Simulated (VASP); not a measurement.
Here is a VASP 6.6.1 calculation.

File INCAR:

```
SYSTEM = Al3Cu
PREC     = Accurate       ! precision mode
ENCUT    = 520            ! plane-wave cutoff, eV
EDIFF    = 1E-6           ! SCF threshold, eV
ISMEAR   = 1              ! smearing method
SIGMA    = 0.1            ! smearing width, eV
LREAL    = .False.        ! projectors in reciprocal space
LASPH    = .True.         ! aspherical terms in the spheres
NELM     = 100            ! most SCF steps
ALGO     = Normal         ! electronic algorithm
ISIF     = 2              ! what is computed and relaxed
LWAVE    = .False.        ! write WAVECAR
LCHARG   = .False.        ! write CHGCAR
GGA      = CA             ! functional
NBANDS   = 18             ! bands
```

Contents of KPOINTS:

```
regular mesh
0
Gamma
  8 8 3
  0 0 0
```

Contents of POSCAR:

```
Al3Cu
1.0
    2.7784100000      0.0000000000      0.0000000000
    0.0000000000      2.7784100000      0.0000000000
    0.0000000000      0.0000000000      7.5134000000
Al Cu
3 1
Direct
    0.0000000000      0.0000000000      0.5000000000
    0.5000000000      0.5000000000      0.2261200000
    0.5000000000      0.5000000000      0.7738800000
    0.0000000000      0.0000000000      0.0000000000
```

Potentials or basis: VASP PAW LDA potentials, release 64 (Al, Cu).

Command:

```bash
$ cat potpaw_LDA.64/Al/POTCAR potpaw_LDA.64/Cu/POTCAR > POTCAR
$ mpirun -np 1 vasp_std > vasp.out
```

Estimate the pressure.

-1.5 GPa.

Estimate the band gap on the k mesh.

zero (band 10 reaches 11.48 eV, above the bottom of band 11 at 6.54 eV).

Predict the largest force.

0.302 eV/Å.

Forces in eV/Å, atoms in the order of the input:
```
Al   0.000  0.000  0.000
Al   0.000  0.000 -0.302
Al   0.000  0.000  0.302
Cu   0.000  0.000  0.000
```
